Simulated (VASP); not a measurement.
Input of a VASP 6.6.1 run:

INCAR

```
PREC = Accurate
ENCUT = 840
EDIFF = 1E-6
ISMEAR = -1
SIGMA = 0.01
LREAL = F
LASPH = T
NELM = 120
ALGO = Normal
ISIF = 2
LWAVE = F
LCHARG = T
GGA = PE
IVDW = 13
LELF = T
LVHAR = T
NBANDS = 35
GGA_COMPAT = F
```

KPOINTS

```
Automatic mesh
0
Gamma
  4 4 4
```

File POSCAR:

```
CsMgBiO3
1.0
    3.2070133348      1.8515700121      3.8938693345
   -3.2070133348      1.8515700121      3.8938693345
    0.0000000000     -3.7031400243      3.8938693345
Cs Mg Bi O
1 1 1 3
Direct
    0.9054137729      0.9054137729      0.9054137729
    0.3089325783      0.3089325783      0.3089325783
    0.5684074979      0.5684074979      0.5684074979
    0.4930513976      0.9809378459      0.4930513976
    0.4930513976      0.4930513976      0.9809378459
    0.9809378459      0.4930513976      0.4930513976
```

Potentials or basis: VASP PAW PBE potentials, release 64 (Cs_sv, Mg_sv, Bi_d, O).

Run with:

```bash
$ cat potpaw_PBE.64/Cs_sv/POTCAR potpaw_PBE.64/Mg_sv/POTCAR potpaw_PBE.64/Bi_d/POTCAR potpaw_PBE.64/O/POTCAR > POTCAR
$ mpirun -np 1 vasp_std > vasp.out
```

(1) Predict the largest force.

(2) Predict the pressure.

(3) Predict the dispersion energy per atom.

(4) Predict the band gap on the k mesh.

## Answers

(1) 0.076 eV/Å.

(2) 0.1 GPa.

(3) -0.157 eV.

(4) 2.79 eV.

Caveat: spin-orbit coupling is left out, which moves the levels of the heavy elements.
